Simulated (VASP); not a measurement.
Set up this calculation in VASP 6.6.1, as the native input.

```
Task                   : single point
Functional             : PBEsol
Potentials or basis    : VASP PAW PBE potentials, release 64 (Ag, I)
Cutoff                 : 500 eV
k mesh                 : 12 × 12 × 12
Occupations            : fermi-dirac, width 0.05 eV
Spin                   : no spin polarisation
Dipole correction      : no
Further INCAR settings : ALGO = Normal; EDIFF = 1e-06; NBANDS = 16
```

The structure of AgI (zincblende type) lies in POSCAR:

```
AgI
1.0
    0.0000000000      2.5605538748      2.5605538748
    2.5605538748      0.0000000000      2.5605538748
    2.5605538748      2.5605538748      0.0000000000
Ag I
1 1
Direct
    0.0000000000      0.0000000000      0.0000000000
    0.2500000000      0.2500000000      0.2500000000
```

This cell differs from its parent crystal: volume scaled by 0.5.

The input as run:

INCAR

```
SYSTEM = AgI
ALGO = Normal
EDIFF = 1E-6
ENCUT = 500
GGA = PS
GGA_COMPAT = .FALSE.
ISIF = 2
ISMEAR = -1
LASPH = .TRUE.
LCHARG = .FALSE.
LREAL = .FALSE.
LWAVE = .FALSE.
NBANDS = 16
NELM = 120
PREC = Accurate
SIGMA = 0.05
```

KPOINTS

```
k-points
0
G
  12 12 12
  0 0 0
```

Potentials or basis: VASP PAW PBE potentials, release 64 (Ag, I).

Run with:

```sh
$ cat potpaw_PBE.64/Ag/POTCAR potpaw_PBE.64/I/POTCAR > POTCAR
$ mpirun -np 1 vasp_std > vasp.out
```

It gave:

The pressure is 146.8 GPa and the band gap on the k mesh is 1.03 eV, direct.

Caveat: the PAW data sets were made with another functional, which shifts forces and pressure a little; spin-orbit coupling is left out, which moves the levels of the heavy elements.

It took 16 s on 1 thread of Intel(R) Xeon(R) 6975P-C (Granite Rapids), with other jobs on the host, peak memory 0.18 GiB.
